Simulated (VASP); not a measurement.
Set up this calculation in VASP 6.6.1, as the native input.

| Quantity | Value |
| --- | --- |
| Task | single point |
| Functional | PBE |
| Potentials or basis | VASP PAW PBE potentials, release 64 (Ir, Cl) |
| Cutoff | 520 eV |
| k mesh | 10 × 7 × 1 |
| Occupations | gaussian, width 0.1 eV |
| Spin | no spin polarisation |
| Dipole correction | yes |
| Further INCAR settings | ALGO = Fast; EDIFF = 1e-07; NBANDS = 30 |

The structure of Ir4Cl lies in POSCAR:

```
Ir4Cl
1.0
    2.7367600872      0.0000000000      0.0000000000
    0.0000000000      3.8703632323      0.0000000000
    0.0000000000      0.0000000000     19.4599433730
Ir Cl
4 1
Direct
    0.5000000000      0.5000000000      0.2055504440
    0.0000000000      0.0000000000      0.2758682254
    0.5000000000      0.5000000000      0.3454282605
    0.0000000000      0.0000000000      0.4090424736
    0.3333333333      0.1250000000      0.5179002126
```

The input as run:

INCAR

```
SYSTEM = Ir4Cl
ALGO = Fast
DIPOL = 0.5 0.5 0.351
EDIFF = 1E-7
ENCUT = 520
GGA = PE
IDIPOL = 3
ISIF = 2
ISMEAR = 0
LASPH = .True.
LCHARG = .False.
LDIPOL = .True.
LREAL = .False.
LWAVE = .False.
NBANDS = 30
NELM = 60
PREC = Accurate
SIGMA = 0.1
```

KPOINTS

```
k-points
0
Gamma
  10 7 1
  0 0 0
```

Potentials or basis: VASP PAW PBE potentials, release 64 (Ir, Cl).

Command:

```sh
$ cat potpaw_PBE.64/Ir/POTCAR potpaw_PBE.64/Cl/POTCAR > POTCAR
$ mpirun -np 1 vasp_std > vasp.out
```

It gave:

```
Largest force          : 1.538 eV/Å
Band gap on the k mesh : zero (an odd number of electrons rules out a gap without spin polarisation)
```

Caveat: spin-orbit coupling is left out, which moves the levels of the heavy elements.

It took 12 min on 1 thread of Oxide Virtual Turin-like Processor, with other jobs on the host, peak memory 0.36 GiB.
